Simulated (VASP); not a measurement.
Set up this calculation in VASP 6.6.1, as the native input.

```
Task                   : single point
Functional             : PBE
Potentials or basis    : VASP PAW PBE potentials, release 64 (Co)
Cutoff                 : 520 eV
k mesh                 : 21 × 21 × 12
Occupations            : gaussian, width 0.15 eV
Spin                   : collinear spin, ferromagnetic start
Starting moments       : [1.86, 1.86] μB
Dipole correction      : no
Further INCAR settings : ALGO = Normal; EDIFF = 1e-07; NBANDS = 20
```

The structure of Co lies in POSCAR:

```
Co
1.0
    2.5682000000      0.0000000000      0.0000000000
   -1.2841000000      2.2241264420      0.0000000000
    0.0000000000      0.0000000000      4.0322612623
Co
2
Direct
    0.3333333333      0.6666666667      0.2500000000
    0.6666666667      0.3333333333      0.7500000000
```

The input as run:

INCAR

```
  ALGO = Normal
  EDIFF = 1E-7
  ENCUT = 520
  GGA = PE
  ISIF = 2
  ISMEAR = 0
  ISPIN = 2
  LASPH = True
  LCHARG = False
  LMAXMIX = 4
  LORBIT = 11
  LREAL = False
  LWAVE = False
  MAGMOM = 1.86 1.86
  NBANDS = 20
  NELM = 150
  PREC = Accurate
  SIGMA = 0.15
```

KPOINTS

```
k-points
0
Gamma
  21 21 12
```

Potentials or basis: VASP PAW PBE potentials, release 64 (Co).

Run with:

```sh
$ cat potpaw_PBE.64/Co/POTCAR > POTCAR
$ mpirun -np 1 vasp_std > vasp.out
```

It gave:

```
Pressure                                              : -11.1 GPa
Net moment                                            : 3.29 μB per cell
Site moments                                          : Co +1.68 μB
Valence electrons inside the program's atomic spheres : Co 8.16
```

Run time: 5.1 min on 1 thread of Oxide Virtual Turin-like Processor, on a shared host, peak memory 0.28 GiB.
